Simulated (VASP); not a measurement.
# Cs (Im-3m) in VASP: single point with LDA

Aim: the single point of Cs with LDA.

Everything below comes from runs of VASP 6.6.1. Logs are shortened: lines on timing, memory, paths and dates and some standing lists are left out, and cuts for length are marked.

**1. The cell of the first run**

Symmetry: Im-3m, No. 229, cubic system. Conventional cell: a = 5.764 Å, b = 5.764 Å, c = 5.764 Å, α = 90.00°, β = 90.00°, γ = 90.00°.

**2. Single point, LDA**

The input, INCAR:

```
SYSTEM = Cs
  ALGO = Normal
  EDIFF = 1E-6
  ENCUT = 520
  GGA = CA
  ISIF = 2
  ISMEAR = -1
  LASPH = .TRUE.
  LCHARG = .FALSE.
  LREAL = .FALSE.
  LWAVE = .FALSE.
  NBANDS = 10
  NELM = 60
  PREC = Accurate
  SIGMA = 0.13605693000000002
```

The input, KPOINTS:

```
k-points
0
G
  8 8 8
  0 0 0
```

The input, POSCAR:

```
Cs
1.0
   -2.8818124522      2.8818124522      2.8818124522
    2.8818124522     -2.8818124522      2.8818124522
    2.8818124522      2.8818124522     -2.8818124522
Cs
1
Direct
    0.0000000000      0.0000000000      0.0000000000
```

Potentials or basis: VASP PAW LDA potentials, release 64 (Cs_sv).

Command:

```bash
$ cat potpaw_LDA.64/Cs_sv/POTCAR > POTCAR
$ mpirun -np 1 vasp_std > vasp.out
```

OUTCAR:

```text
SYSTEM = Cs
   EDIFF = 1E-6
   ENCUT = 520
   GGA = CA
   ISIF = 2
   ISMEAR = -1
   LASPH = .TRUE.
   LREAL = .FALSE.
   NELM = 60
   PREC = Accurate

 ion  position               nearest neighbor table
   1  0.000  0.000  0.000-

  LATTYP: Found a body centered cubic cell.
 ALAT       =     5.7636249044

  Lattice vectors:

 A1 = (  -2.8818124522,   2.8818124522,   2.8818124522)
 A2 = (   2.8818124522,  -2.8818124522,   2.8818124522)
 A3 = (   2.8818124522,   2.8818124522,  -2.8818124522)

Analysis of symmetry for initial positions (statically):
=====================================================================
 Subroutine PRICEL returns:
 Original cell was already a primitive cell.

 Routine SETGRP: Setting up the symmetry group for a
 body centered cubic supercell.

 Subroutine GETGRP returns: Found 48 space group operations
 (whereof 48 operations were pure point group operations)
 out of a pool of 48 trial point group operations.

The static configuration has the point symmetry O_h .

Analysis of symmetry for dynamics (positions and initial velocities):
=====================================================================
 Subroutine PRICEL returns:
 Original cell was already a primitive cell.

 Routine SETGRP: Setting up the symmetry group for a
 body centered cubic supercell.

 Subroutine GETGRP returns: Found 48 space group operations
 (whereof 48 operations were pure point group operations)
 out of a pool of 48 trial point group operations.

The dynamic configuration has the point symmetry O_h .

 Subroutine INISYM returns: Found 48 space group operations
 (whereof 48 operations are pure point group operations),
 and found     1 'primitive' translations

----------------------------------------------------------------------------------------

                                     Primitive cell

  volume of cell :      95.7320

  direct lattice vectors                    reciprocal lattice vectors
    -2.881812452  2.881812452  2.881812452     0.000000000  0.173501922  0.173501922
     2.881812452 -2.881812452  2.881812452     0.173501922  0.000000000  0.173501922
     2.881812452  2.881812452 -2.881812452     0.173501922  0.173501922  0.000000000

  length of vectors
     4.991445585  4.991445585  4.991445585     0.245368772  0.245368772  0.245368772

  position of ions in fractional coordinates (direct lattice)
     0.000000000  0.000000000  0.000000000

  ion indices of the primitive-cell ions
   primitive index   ion index
                 1           1

----------------------------------------------------------------------------------------

 KPOINTS: k-points

Automatic generation of k-mesh.
 Grid dimensions read from file:
 generate k-points for:    8    8    8

 Generating k-lattice:

  Cartesian coordinates                     Fractional coordinates (reciprocal lattice)
     0.000000000  0.021687740  0.021687740     0.125000000  0.000000000  0.000000000
     0.021687740  0.000000000  0.021687740     0.000000000  0.125000000  0.000000000
     0.021687740  0.021687740  0.000000000     0.000000000  0.000000000  0.125000000

  Length of vectors
     0.030671096  0.030671096  0.030671096

  Shift w.r.t. Gamma in fractional coordinates (k-lattice)
     0.000000000  0.000000000  0.000000000

 Subroutine IBZKPT returns following result:
 ===========================================

 Found     29 irreducible k-points:

 Following reciprocal coordinates:
            Coordinates               Weight
  0.000000  0.000000  0.000000      1.000000
  0.125000  0.000000  0.000000     12.000000
  0.250000  0.000000  0.000000     12.000000
  0.375000  0.000000  0.000000     12.000000
  0.500000  0.000000  0.000000      6.000000
  0.125000  0.125000  0.000000     24.000000
[... 16 lines left out ...]
 -0.250000  0.250000  0.250000      6.000000
 -0.375000  0.375000  0.250000     24.000000
 [... further k-points ...]
   k-points           NKPTS =     29   k-points in BZ     NKDIM =     29   number of bands    NBANDS=     10
   number of dos      NEDOS =    301   number of ions     NIONS =      1
   total plane-waves  NPLWV =  64000
   dimension x,y,z NGX =    40 NGY =   40 NGZ =   40
   dimension x,y,z NGXF=    80 NGYF=   80 NGZF=   80
   ions per type =               1
   NGX,Y,Z   is equivalent  to a cutoff of  13.32, 13.32, 13.32 a.u.
   NGXF,Y,Z  is equivalent  to a cutoff of  26.64, 26.64, 26.64 a.u.
 SYSTEM =  Cs
   PREC   = accura    normal or accurate (medium, high low for compatibility)
   ISTART =      0    job   : 0-new  1-cont  2-samecut
   ICHARG =      2    charge: 1-file 2-atom 10-const
   ISPIN  =      1    spin polarized calculation?
   LNONCOLLINEAR =      F non collinear calculations
   LSORBIT =      F    spin-orbit coupling
   LASPH  =      T    aspherical Exc in radial PAW
   ENCUT  =  520.0 eV  38.22 Ry    6.18 a.u.   9.28  9.28  9.28*2*pi/ulx,y,z
   NELM   =     60;   NELMIN=  2; NELMDL= -5     # of ELM steps
   EDIFF  = 0.1E-05   stopping-criterion for ELM
   LREAL  =      F    real-space projection
[... 7 lines left out ...]
   TEBEG  =    0.0;   TEEND  =   0.0 temperature during run
   PSTRESS=    0.0 pullay stress
   NELECT =       9.0000    total number of electrons
   NUPDOWN=      -1.0000    fix difference up-down
   EMIN   =  10.00;   EMAX   =-10.00  energy-range for DOS
   EFERMI =   0.00;   METHOD = LEGACY
   ISMEAR =    -1;   SIGMA  =   0.14  broadening in eV -4-tet -1-fermi 0-gaus
   EFERMI_NEDOS =   21; number of points for ismear=-14 and -15
   IALGO  =     38    algorithm
   IMIX   =      4    mixing-type and parameters
     AMIX     =   0.40;   BMIX     =  1.00
     AMIX_MAG =   1.60;   BMIX_MAG =  1.00
  volume/ion in A,a.u.               =      95.73       646.03
  Fermi-wavevector in a.u.,A,eV,Ry     =   0.744395  1.406702  7.539308  0.554124
  Thomas-Fermi vector in A             =   1.839736
   LORBIT       =      0    0 simple, 1 ext, 2 COOP (PROOUT), +10 PAW based schemes
   GGA     = CA    functional components
   LHFCALC =     F    Hartree Fock is set to
   AEXX    =    0.0000 exact exchange contribution
   IVDW    =     0    specifies the selected vdW correction
   LEPSILON=     F    determine dielectric tensor
   LRPA    =     F    only Hartree local field effects (RPA)
 non-spin polarized calculation
  energy-cutoff  :      520.00
  volume of cell :       95.73
 maximum number of plane-waves:      2616
 NGX is ok and might be reduce to    40
   NGX = 19   NGY = 19   NGZ = 19

 number of electron       8.9999998 magnetization

 Free energy of the ion-electron system (eV)
  ---------------------------------------------------
  ext. energy  EPLUGINS =         0.00000000
  ---------------------------------------------------
  free energy    TOTEN  =        -1.03078443 eV

  energy without entropy =       -0.95631933  energy(sigma->0) =       -0.99355188

 E-fermi :   0.7655     XC(G=0):  -6.0345

 val. band max:        0.7372465074   @ k =   0.2500   0.1250   0.1250
 cond. band min:       0.7710865346   @ k =   0.3750   0.1250   0.0000
 fundamental gap:      0.0338400272
 Fermi energy:         0.7654780994

 k-point     1 :       0.0000    0.0000    0.0000
  band No.  band energies     occupation
      1     -22.9448      2.00000
      2      -9.6391      2.00000
      3      -9.6391      2.00000
      4      -9.6391      2.00000
      5      -1.0923      2.00000
      6       3.3083      0.00000
      7       3.3083      0.00000
      8       3.3083      0.00000
      9       4.3538      0.00000
     10       4.3538      0.00000

 k-point     2 :       0.1250    0.0000    0.0000
  band No.  band energies     occupation
      1     -22.9425      2.00000
      2      -9.6793      2.00000
      3      -9.6516      2.00000
      4      -9.6393      2.00000
      5      -0.8830      1.99999
      6       3.1086      0.00000
      7       3.1226      0.00000
      8       3.5221      0.00000
      9       4.1074      0.00000
     10       4.3240      0.00000

 k-point     3 :       0.2500    0.0000    0.0000
  band No.  band energies     occupation
      1     -22.9367      2.00000
      2      -9.7729      2.00000
      3      -9.6813      2.00000
      4      -9.6398      2.00000
      5      -0.3217      1.99932
      6       2.5431      0.00000
      7       2.7367      0.00000
      8       4.1460      0.00000
      9       4.1703      0.00000
     10       4.3567      0.00000

 k-point     4 :       0.3750    0.0000    0.0000
  band No.  band energies     occupation
      1     -22.9310      2.00000
      2      -9.8624      2.00000
      3      -9.7107      2.00000
      4      -9.6403      2.00000
      5       0.3642      1.90049
      6       2.0843      0.00012
      7       2.4505      0.00001
      8       4.3010      0.00000
      9       4.5876      0.00000
     10       5.1222      0.00000
[... 222 lines left out ...]
 k-point    22 :       0.2500    0.2500    0.2500
  band No.  band energies     occupation
      1     -22.9277      2.00000
      2      -9.7681      2.00000
      3      -9.7681      2.00000
      4      -9.7681      2.00000
      5       1.8444      0.00072
      6       1.8444      0.00072
      7       1.8444      0.00072
      8       3.5954      0.00000
      9       4.9663      0.00000
     10       4.9663      0.00000

 k-point    23 :      -0.2500    0.2500    0.2500
  band No.  band energies     occupation
      1     -22.9296      2.00000
      2      -9.7779      2.00000
      3      -9.7271      2.00000
      4      -9.7271      2.00000
      5       0.3531      1.90789
      6       2.2793      0.00003
      7       3.1281      0.00000
      8       3.1281      0.00000
      9       4.1817      0.00000
     10       4.4730      0.00000

 k-point    24 :      -0.3750    0.3750    0.2500
  band No.  band energies     occupation
      1     -22.9246      2.00000
      2      -9.8320      2.00000
      3      -9.7588      2.00000
      4      -9.7349      2.00000
      5       0.9551      0.39775
      6       1.8180      0.00087
      7       3.1196      0.00000
      8       3.1762      0.00000
      9       4.1737      0.00000
     10       4.9248      0.00000

 [... further k-points ...]
[... 5 lines left out ...]
  --------------------------------------------------------------------------------------
  -------------------------------------------------------------------------------------
  Total       -0.0081955     -0.0081955     -0.0081955      0.0000000      0.0000000     -0.0000000
  in kB       -0.1371606     -0.1371606     -0.1371606      0.0000000      0.0000000     -0.0000000
  external PRESSURE =      -0.1371606 kB  Pullay stress =       0.0000000 kB

 VOLUME and BASIS-vectors are now :
 -----------------------------------------------------------------------------
  energy-cutoff  :      520.00
  volume of cell :       95.73
      direct lattice vectors                 reciprocal lattice vectors
    -2.881812452  2.881812452  2.881812452     0.000000000  0.173501922  0.173501922
     2.881812452 -2.881812452  2.881812452     0.173501922  0.000000000  0.173501922
     2.881812452  2.881812452 -2.881812452     0.173501922  0.173501922  0.000000000

 POSITION                                       TOTAL-FORCE (eV/Angst)
 -----------------------------------------------------------------------------------
      0.00000      0.00000      0.00000         0.000000      0.000000      0.000000
 -----------------------------------------------------------------------------------
    total drift:                               -0.000000     -0.000000     -0.000000

  FREE ENERGIE OF THE ION-ELECTRON SYSTEM (eV)
  ---------------------------------------------------
  free  energy   TOTEN  =        -1.0307844327 eV

  energy  without entropy=       -0.9563193319  energy(sigma->0) =       -0.99355188
```

It took 33 s on 1 thread of Intel Xeon 8259CL, shared host; peak memory 0.19 GiB.

Results:

```
Free energy : -1.0308 eV
Pressure    : 0.0 GPa
```

Levels at points of the mesh, in eV from the Fermi level:
| k point | band 2 | band 3 | band 4 | band 5 | band 6 | band 7 |
| --- | --- | --- | --- | --- | --- | --- |
| (0.00, 0.00, 0.00) | -10.40 | -10.40 | -10.40 | -1.86 | 2.54 | 2.54 |
| (0.50, 0.00, 0.00) | -10.66 | -10.49 | -10.41 | -0.06 | 1.19 | 1.58 |
| (0.50, 0.50, 0.50) | -10.59 | -10.59 | -10.59 | 0.50 | 0.50 | 3.54 |

Caveat: spin-orbit coupling is left out, which moves the levels of the heavy elements.
